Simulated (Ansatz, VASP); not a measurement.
**LiH in VASP and in Ansatz**

```xyz
2
Lattice="-0.2366 2.0755 2.0619 1.5845 0.0050 1.8203 1.6969 1.9463 -0.1075" Properties=species:S:1:pos:R:3 pbc="T T T"
Li    0.0000    0.0000    0.0000
H     1.5224    2.0134    1.8874
```

Alike in both runs: task single point; functional PBEsol; k mesh 4 × 4 × 4; occupations gaussian, width 0.1 eV; no spin polarisation.

|  | VASP | Ansatz |
| --- | --- | --- |
| version | VASP 6.6.1 | Ansatz 0.2.0 |
| potentials or method | VASP PAW PBE potentials, release 64 (Li_sv, H) | scalar-relativistic, plane waves, PAW |
| plane-wave cutoff (eV) | 520 | 420 |
| valence electrons in the cell | 4 | 4 |

```csv
,VASP,Ansatz,Ansatz less VASP
gap on the k mesh at the Fermi level (eV),0.99,0.99,-0.002
least direct gap on the mesh (eV),2.20,2.20,+0.001
```

VASP's potentials were made for PBE, not for PBEsol. The functional is the same, so the differences come from potentials, cutoffs and numerics.

The k mesh is coarse, so the values compare programs but aren't converged. Noted on VASP's run: the cutoff is short for stress, so the pressure is rough.
